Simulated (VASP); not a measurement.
# MoS2 in VASP: further runs

The runs below take MoS2 through single point, with PBEsol.

Everything below comes from runs of VASP 6.6.1. Logs are shortened: lines on timing, memory, paths and dates and some standing lists are left out, and cuts for length are marked.

## (1) The cell of the first run

The cell holds a slab with vacuum, 12 atoms: a = 3.141 Å, b = 3.141 Å, c = 36.986 Å, α = 90.00°, β = 90.00°, γ = 120.00°.

## (2) Single point, PBEsol

The input, INCAR:

```
SYSTEM = MoS2
  PREC = Accurate
  ENCUT = 520
  EDIFF = 1E-6
  ISMEAR = 0
  SIGMA = 0.05
  LREAL = .False.
  LASPH = .True.
  NELM = 100
  ALGO = Normal
  ISIF = 2
  LWAVE = .False.
  LCHARG = .True.
  LDIPOL = .True.
  IDIPOL = 3
  DIPOL = 0.5 0.5 0.500
  GGA = PS
  LELF = .True.
  LVHAR = .True.
  LVACPOTAV = .True.
  NBANDS = 64
```

The input, KPOINTS:

```
Automatic mesh
0
Gamma
  9 9 1
  0 0 0
```

The input, POSCAR:

```
MoS2
1.0
    3.1414322171      0.0000000000      0.0000000000
   -1.5707161085      2.7205601043      0.0000000000
    0.0000000000      0.0000000000     36.9864219214
S Mo
8 4
Direct
    0.3333333333      0.6666666667      0.2028344284
    0.3333333333      0.6666666667      0.2871022764
    0.6666666667      0.3333333333      0.3727779168
    0.6666666667      0.3333333333      0.4570821742
    0.3333333333      0.6666666667      0.5429181928
    0.3333333333      0.6666666667      0.6272224531
    0.6666666667      0.3333333333      0.7128973606
    0.6666666667      0.3333333333      0.7971651977
    0.6666666667      0.3333333333      0.2449460137
    0.3333333333      0.6666666667      0.4149300198
    0.6666666667      0.3333333333      0.5850703548
    0.3333333333      0.6666666667      0.7550536116
```

Potentials or basis: VASP PAW PBE potentials, release 64 (S, Mo_sv).

The run is started by

```sh
> cat potpaw_PBE.64/S/POTCAR potpaw_PBE.64/Mo_sv/POTCAR > POTCAR
> mpirun -np 1 vasp_std > vasp.out
```

OUTCAR:

```text
SYSTEM = MoS2
   PREC = Accurate
   ENCUT = 520
   EDIFF = 1E-6
   ISMEAR = 0
   LREAL = .False.
   LASPH = .True.
   NELM = 100
   ISIF = 2
   GGA = PS

 ion  position               nearest neighbor table
   1  0.333  0.667  0.203-   9 2.39   9 2.39   9 2.39
   2  0.333  0.667  0.287-   9 2.39   9 2.39   9 2.39
   3  0.667  0.333  0.373-  10 2.39  10 2.39  10 2.39
   4  0.667  0.333  0.457-  10 2.39  10 2.39  10 2.39
   5  0.333  0.667  0.543-  11 2.39  11 2.39  11 2.39
   6  0.333  0.667  0.627-  11 2.39  11 2.39  11 2.39
   7  0.667  0.333  0.713-  12 2.39  12 2.39  12 2.39
   8  0.667  0.333  0.797-  12 2.39  12 2.39  12 2.39
   9  0.667  0.333  0.245-   1 2.39   1 2.39   1 2.39   2 2.39   2 2.39   2 2.39
  10  0.333  0.667  0.415-   3 2.39   3 2.39   3 2.39   4 2.39   4 2.39   4 2.39
  11  0.667  0.333  0.585-   6 2.39   6 2.39   6 2.39   5 2.39   5 2.39   5 2.39
  12  0.333  0.667  0.755-   8 2.39   8 2.39   8 2.39   7 2.39   7 2.39   7 2.39

  LATTYP: Found a hexagonal cell.
 ALAT       =     3.1414322171
 C/A-ratio  =    11.7737450199

  Lattice vectors:

 A1 = (   3.1414322171,   0.0000000000,   0.0000000000)
 A2 = (  -1.5707161085,   2.7205601043,   0.0000000000)
 A3 = (   0.0000000000,   0.0000000000,  36.9864219214)

Analysis of symmetry for initial positions (statically):
=====================================================================
 Subroutine PRICEL returns:
 Original cell was already a primitive cell.

 Routine SETGRP: Setting up the symmetry group for a
 hexagonal supercell.

 Subroutine GETGRP returns: Found 12 space group operations
 (whereof 12 operations were pure point group operations)
 out of a pool of 24 trial point group operations.

The static configuration has the point symmetry D_3d.

Analysis of symmetry for dynamics (positions and initial velocities):
=====================================================================
 Subroutine PRICEL returns:
 Original cell was already a primitive cell.

 Routine SETGRP: Setting up the symmetry group for a
 hexagonal supercell.

 Subroutine GETGRP returns: Found 12 space group operations
 (whereof 12 operations were pure point group operations)
 out of a pool of 24 trial point group operations.

The dynamic configuration has the point symmetry D_3d.

 Subroutine INISYM returns: Found 12 space group operations
 (whereof 12 operations are pure point group operations),
 and found     1 'primitive' translations

----------------------------------------------------------------------------------------

                                     Primitive cell

  volume of cell :     316.1028

  direct lattice vectors                    reciprocal lattice vectors
     3.141432217  0.000000000  0.000000000     0.318326143  0.183785684  0.000000000
    -1.570716109  2.720560104  0.000000000     0.000000000  0.367571368  0.000000000
     0.000000000  0.000000000 36.986421921     0.000000000  0.000000000  0.027036949

  length of vectors
     3.141432217  3.141432217 36.986421921     0.367571368  0.367571368  0.027036949

  position of ions in fractional coordinates (direct lattice)
     0.333333333  0.666666667  0.202834428
     0.333333333  0.666666667  0.287102276
     0.666666667  0.333333333  0.372777917
     0.666666667  0.333333333  0.457082174
     0.333333333  0.666666667  0.542918193
     0.333333333  0.666666667  0.627222453
     0.666666667  0.333333333  0.712897361
     0.666666667  0.333333333  0.797165198
     0.666666667  0.333333333  0.244946014
     0.333333333  0.666666667  0.414930020
     0.666666667  0.333333333  0.585070355
     0.333333333  0.666666667  0.755053612

  ion indices of the primitive-cell ions
   primitive index   ion index
                 1           1
                 2           2
                 3           3
                 4           4
                 5           5
                 6           6
                 7           7
                 8           8
                 9           9
                10          10
                11          11
                12          12

----------------------------------------------------------------------------------------

 KPOINTS: Automatic mesh

Automatic generation of k-mesh.
 Grid dimensions read from file:
 generate k-points for:    9    9    1

 Generating k-lattice:

  Cartesian coordinates                     Fractional coordinates (reciprocal lattice)
     0.035369571  0.020420632  0.000000000     0.111111111 -0.000000000  0.000000000
     0.000000000  0.040841263  0.000000000     0.000000000  0.111111111  0.000000000
     0.000000000  0.000000000  0.027036949     0.000000000  0.000000000  1.000000000

  Length of vectors
     0.040841263  0.040841263  0.027036949

  Shift w.r.t. Gamma in fractional coordinates (k-lattice)
     0.000000000  0.000000000  0.000000000

 Subroutine IBZKPT returns following result:
 ===========================================

 Found     12 irreducible k-points:

 Following reciprocal coordinates:
            Coordinates               Weight
  0.000000  0.000000  0.000000      1.000000
  0.111111 -0.000000  0.000000      6.000000
  0.222222 -0.000000  0.000000      6.000000
  0.333333 -0.000000  0.000000      6.000000
  0.444444 -0.000000  0.000000      6.000000
  0.111111  0.111111  0.000000      6.000000
  0.222222  0.111111  0.000000     12.000000
  0.333333  0.111111  0.000000     12.000000
  0.444444  0.111111  0.000000      6.000000
  0.222222  0.222222  0.000000      6.000000
  0.333333  0.222222  0.000000     12.000000
  0.333333  0.333333  0.000000      2.000000
   k-points           NKPTS =     12   k-points in BZ     NKDIM =     12   number of bands    NBANDS=     64
   number of dos      NEDOS =    301   number of ions     NIONS =     12
   total plane-waves  NPLWV = 161280
   dimension x,y,z NGX =    24 NGY =   24 NGZ =  280
   dimension x,y,z NGXF=    48 NGYF=   48 NGZF=  560
   ions per type =               8   4
   NGX,Y,Z   is equivalent  to a cutoff of  12.70, 12.70, 12.59 a.u.
   NGXF,Y,Z  is equivalent  to a cutoff of  25.40, 25.40, 25.17 a.u.
 SYSTEM =  MoS2
   PREC   = accura    normal or accurate (medium, high low for compatibility)
   ISTART =      0    job   : 0-new  1-cont  2-samecut
   ICHARG =      2    charge: 1-file 2-atom 10-const
   ISPIN  =      1    spin polarized calculation?
   LNONCOLLINEAR =      F non collinear calculations
   LSORBIT =      F    spin-orbit coupling
   LASPH  =      T    aspherical Exc in radial PAW
   ENCUT  =  520.0 eV  38.22 Ry    6.18 a.u.   5.84  5.84 68.77*2*pi/ulx,y,z
   NELM   =    100;   NELMIN=  2; NELMDL= -5     # of ELM steps
   EDIFF  = 0.1E-05   stopping-criterion for ELM
   LREAL  =      F    real-space projection
[... 7 lines left out ...]
   TEBEG  =    0.0;   TEEND  =   0.0 temperature during run
   PSTRESS=    0.0 pullay stress
   NELECT =     104.0000    total number of electrons
   NUPDOWN=      -1.0000    fix difference up-down
   EMIN   =  10.00;   EMAX   =-10.00  energy-range for DOS
   EFERMI =   0.00;   METHOD = LEGACY
   ISMEAR =     0;   SIGMA  =   0.05  broadening in eV -4-tet -1-fermi 0-gaus
   EFERMI_NEDOS =   21; number of points for ismear=-14 and -15
   IALGO  =     38    algorithm
   IMIX   =      4    mixing-type and parameters
     AMIX     =   0.40;   BMIX     =  1.00
     AMIX_MAG =   1.60;   BMIX_MAG =  1.00
  volume/ion in A,a.u.               =      26.34       177.76
  Fermi-wavevector in a.u.,A,eV,Ry     =   1.130168  2.135709 17.378458  1.277281
  Thomas-Fermi vector in A             =   2.266864
   LORBIT       =      0    0 simple, 1 ext, 2 COOP (PROOUT), +10 PAW based schemes
   GGA     = PS    functional components
   LHFCALC =     F    Hartree Fock is set to
   AEXX    =    0.0000 exact exchange contribution
   IVDW    =     0    specifies the selected vdW correction
   LEPSILON=     F    determine dielectric tensor
   LRPA    =     F    only Hartree local field effects (RPA)
 non-spin polarized calculation
 Gauss-broadening in eV      SIGMA  =   0.05
  energy-cutoff  :      520.00
  volume of cell :      316.10
 maximum number of plane-waves:      8554
 NGX is ok and might be reduce to    24
   NGX = 11   NGY = 11   NGZ =137

 dipolmoment           0.000000      0.000000      0.000002 electrons x Angstroem

 number of electron     103.9999999 magnetization

 dipolmoment           0.000000      0.000000     -0.000001 electrons x Angstroem

 Free energy of the ion-electron system (eV)
  ---------------------------------------------------
  ext. energy  EPLUGINS =         0.00000000
  ---------------------------------------------------
  free energy    TOTEN  =       -93.78292998 eV

  energy without entropy =      -93.78292998  energy(sigma->0) =      -93.78292998

 E-fermi :   3.5382     XC(G=0):  -7.6670

 val. band max:        3.1647137623   @ k =   0.0000   0.0000   0.0000
 cond. band min:       4.3658719770   @ k =   0.2222   0.1111   0.0000
 fundamental gap:      1.2011582147
 Fermi energy:         3.5382287750

 k-point     1 :       0.0000    0.0000    0.0000
  band No.  band energies     occupation
      1     -58.0585      2.00000
      2     -58.0568      2.00000
      3     -58.0548      2.00000
      4     -58.0531      2.00000
      5     -32.2699      2.00000
      6     -32.2685      2.00000
[... 56 lines left out ...]
     63       5.7906      0.00000
     64       5.7998      0.00000

 k-point     2 :       0.1111   -0.0000    0.0000
  band No.  band energies     occupation
      1     -58.0532      2.00000
      2     -58.0515      2.00000
      3     -58.0495      2.00000
      4     -58.0478      2.00000
      5     -32.2596      2.00000
      6     -32.2582      2.00000
[... 726 lines left out ...]
     63       6.3376      0.00000
     64       6.3408      0.00000

------------------------ aborting loop because EDIFF is reached ----------------------------------------

  FORCE on cell =-STRESS in cart. coord.  units (eV):
  Direction    XX          YY          ZZ          XY          YZ          ZX
  --------------------------------------------------------------------------------------
  -------------------------------------------------------------------------------------
  Total       -0.0291416     -0.0291416     -0.0291005     -0.0000000     -0.0000000     -0.0000000
  in kB       -0.1477053     -0.1477053     -0.1474967     -0.0000000     -0.0000000     -0.0000000
  external PRESSURE =      -0.1476358 kB  Pullay stress =       0.0000000 kB

 VOLUME and BASIS-vectors are now :
 -----------------------------------------------------------------------------
  energy-cutoff  :      520.00
  volume of cell :      316.10
      direct lattice vectors                 reciprocal lattice vectors
     3.141432217  0.000000000  0.000000000     0.318326143  0.183785684  0.000000000
    -1.570716109  2.720560104  0.000000000     0.000000000  0.367571368  0.000000000
     0.000000000  0.000000000 36.986421921     0.000000000  0.000000000  0.027036949

 POSITION                                       TOTAL-FORCE (eV/Angst)
 -----------------------------------------------------------------------------------
     -0.00000      1.81371      7.50212        -0.000000     -0.000000     -0.007203
     -0.00000      1.81371     10.61889         0.000000      0.000000      0.002932
      1.57072      0.90685     13.78772        -0.000000     -0.000000     -0.000812
      1.57072      0.90685     16.90583         0.000000      0.000000      0.001269
     -0.00000      1.81371     20.08060         0.000000     -0.000000     -0.001269
     -0.00000      1.81371     23.19871        -0.000000     -0.000000      0.000812
      1.57072      0.90685     26.36752        -0.000000     -0.000000     -0.002932
      1.57072      0.90685     29.48429        -0.000000     -0.000000      0.007203
      1.57072      0.90685      9.05968         0.000000     -0.000000      0.002463
     -0.00000      1.81371     15.34678        -0.000000      0.000000     -0.000003
      1.57072      0.90685     21.63966         0.000000     -0.000000      0.000003
     -0.00000      1.81371     27.92673        -0.000000      0.000000     -0.002463
 -----------------------------------------------------------------------------------
    total drift:                                0.000000     -0.000000     -0.000077

  FREE ENERGIE OF THE ION-ELECTRON SYSTEM (eV)
  ---------------------------------------------------
  free  energy   TOTEN  =       -93.7829299776 eV

  energy  without entropy=      -93.7829299776  energy(sigma->0) =      -93.78292998

 vacuum level on the upper side and lower side of the slab         8.585         8.585
```

It took 5.4 min on 1 thread of Intel Xeon Platinum 8559C (Emerald Rapids), shared host; peak memory 0.5 GiB.

What came out:

| Item | Value |
| --- | --- |
| Free energy | -93.7829 eV |
| Largest force | 0.007 eV/Å |
| Band gap on the k mesh | 1.20 eV (least direct gap 1.76 eV) |

Forces in eV/Å, atoms in the order of the input:
```
S    0.000  0.000 -0.007
S    0.000  0.000  0.003
S    0.000  0.000 -0.001
S    0.000  0.000  0.001
S    0.000  0.000 -0.001
S    0.000  0.000  0.001
S    0.000  0.000 -0.003
S    0.000  0.000  0.007
Mo   0.000  0.000  0.002
Mo   0.000  0.000  0.000
Mo   0.000  0.000  0.000
Mo   0.000  0.000 -0.002
```

Levels at points of the mesh, in eV from the valence-band top:
```
           k point  band 48  band 49  band 50  band 51  band 52  band 53  band 54  band 55  band 56  band 57
(0.00, 0.00, 0.00)    -1.59    -0.91    -0.51    -0.19     0.00     2.35     2.35     2.36     2.36     2.37
```

Caveat: the PAW data sets were made with another functional, which shifts forces and pressure a little.

## (3) Single point, PBEsol

The input, INCAR:

```
  PREC = Accurate
  ENCUT = 520
  EDIFF = 1E-7
  ISMEAR = 0
  SIGMA = 0.05
  LREAL = False
  LASPH = True
  NELM = 80
  ALGO = Normal
  ISIF = 2
  LWAVE = False
  LCHARG = False
  LDIPOL = True
  IDIPOL = 3
  DIPOL = 0.5 0.5 0.500
  GGA = PS
  NBANDS = 64
```

The input, KPOINTS:

```
Automatic mesh
0
Gamma
  9 9 1
```

The input, POSCAR:

```
MoS2
1.0
    3.1414322171      0.0000000000      0.0000000000
   -1.5707161085      2.7205601043      0.0000000000
    0.0000000000      0.0000000000     36.9864219214
S Mo
8 4
Direct
    0.3333333333      0.6666666667      0.2027771169
    0.3333333333      0.6666666667      0.2870835335
    0.6666666667      0.3333333333      0.3728235667
    0.6666666667      0.3333333333      0.4571299834
    0.3333333333      0.6666666667      0.5428700166
    0.3333333333      0.6666666667      0.6271764333
    0.6666666667      0.3333333333      0.7129164665
    0.6666666667      0.3333333333      0.7972228831
    0.6666666667      0.3333333333      0.2449303252
    0.3333333333      0.6666666667      0.4149767751
    0.6666666667      0.3333333333      0.5850232249
    0.3333333333      0.6666666667      0.7550696748
```

Potentials or basis: VASP PAW PBE potentials, release 64 (S, Mo_sv).

The run is started by

```sh
> cat potpaw_PBE.64/S/POTCAR potpaw_PBE.64/Mo_sv/POTCAR > POTCAR
> mpirun -np 1 vasp_std > vasp.out
```

Run time: 5.6 min. Hardware: 1 thread of Intel Xeon Platinum 8559C (Emerald Rapids), shared host; peak memory 0.5 GiB.

Results (log left out):

| Quantity | Value |
| --- | --- |
| Free energy | -93.7829 eV |
| Largest force | 0.023 eV/Å |
| Band gap on the k mesh | 1.20 eV (least direct gap 1.76 eV) |

Forces on the atoms (eV/Å):
```
S    0.000  0.000  0.020
S    0.000  0.000  0.002
S    0.000  0.000  0.000
S    0.000  0.000  0.000
S    0.000  0.000  0.000
S    0.000  0.000  0.000
S    0.000  0.000 -0.002
S    0.000  0.000 -0.020
Mo   0.000  0.000 -0.023
Mo   0.000  0.000  0.000
Mo   0.000  0.000  0.000
Mo   0.000  0.000  0.023
```

Levels at points of the mesh, in eV from the valence-band top:
```tsv
k point	band 49	band 50	band 51	band 52	band 53	band 54	band 55	band 56
(0.00, 0.00, 0.00)	-0.91	-0.51	-0.19	0.00	2.36	2.36	2.36	2.36
```

Caveat: the PAW data sets were made with another functional, which shifts forces and pressure a little.
